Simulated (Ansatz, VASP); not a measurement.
# Al3GaN4: VASP beside Ansatz

POSCAR

```
Al3GaN4
1.0
    4.5772867843      0.0000000000      0.0000000000
    0.0000000000      4.5772867843      0.0000000000
    0.0000000000      0.0000000000      4.0491383092
Al Ga N
3 1 4
Direct
    0.5000000000      0.5000000000      0.0000000000
    0.5000000000      0.0000000000      0.5000000000
    0.0000000000      0.5000000000      0.5000000000
    0.0000000000      0.0000000000      0.0000000000
    0.7444581602      0.7444581602      0.2555418398
    0.7444581602      0.2555418398      0.7444581602
    0.2555418398      0.7444581602      0.7444581602
    0.2555418398      0.2555418398      0.2555418398
```

The input INCAR.step1:

```
PREC = Accurate
ENCUT = 520
ISMEAR = 0
SIGMA = 0.05
LREAL = False
LASPH = True
NELM = 60
NBANDS = 31
GGA = PE
ALGO = Normal
EDIFF = 1E-4
LWAVE = True
LCHARG = False
```

INCAR.step2

```
PREC = Accurate
ENCUT = 520
EDIFF = 1E-7
ISMEAR = 0
SIGMA = 0.05
LREAL = False
LASPH = True
NELM = 60
ALGO = Normal
ISIF = 2
LWAVE = False
LCHARG = False
METAGGA = R2SCAN
LMIXTAU = True
NBANDS = 31
ISTART = 1
```

Contents of KPOINTS:

```
Automatic mesh
0
Gamma
  6 6 6
```

Input for Ansatz:

```yaml
crystal:
  lattice:
    - [4.5772867843, 0.0, 0.0]
    - [0.0, 4.5772867843, 0.0]
    - [0.0, 0.0, 4.0491383092]
  atoms:
    - { symbol: Al, position: [0.5, 0.5, 0.0] }
    - { symbol: Al, position: [0.5, 0.0, 0.5] }
    - { symbol: Al, position: [0.0, 0.5, 0.5] }
    - { symbol: Ga, position: [0.0, 0.0, 0.0] }
    - { symbol: "N", position: [0.7444581602, 0.7444581602, 0.2555418398] }
    - { symbol: "N", position: [0.7444581602, 0.2555418398, 0.7444581602] }
    - { symbol: "N", position: [0.2555418398, 0.7444581602, 0.7444581602] }
    - { symbol: "N", position: [0.2555418398, 0.2555418398, 0.2555418398] }
basis:
  ecutwfc: 500
kpoints:
  mp_grid: { grid: [6, 6, 6] }
hamiltonian:
  xc: r2scan
scf:
  occupations: { method: gaussian, width: 0.05 }
output:
  forces: true
  stress: true
  eigenvalues: true
```

Change from the starting cell: strain +0.040 along x and y, -0.080 along z, atoms carried along.

Alike in both runs: task single point; functional r2SCAN; k mesh 6 × 6 × 6; occupations gaussian, width 0.05 eV; no spin polarisation.

|  | VASP | Ansatz |
| --- | --- | --- |
| version | VASP 6.6.1 | Ansatz 0.2.0 |
| potentials or method | VASP PAW PBE potentials, release 64 (Al, Ga_d, N), cutoff 520 eV | scalar-relativistic, plane waves, PAW |
| valence electrons in the cell | 42 | 42 |

```tsv
	VASP	Ansatz	Ansatz less VASP
gap on the k mesh at the Fermi level (eV)	3.43	3.44	+0.007
least direct gap on the mesh (eV)	3.43	3.44	+0.007
pressure (GPa)	-0.3	-0.2	+0.01
traceless stress, the component that is largest in VASP (GPa)	8.20	8.24	+0.041
rms of the force components (eV/Å)	0.060	0.057	-0.0034
```

VASP's potentials were made for PBE, not for r2SCAN. Atom by atom the forces differ by 0.030 eV/Å (rms over components).
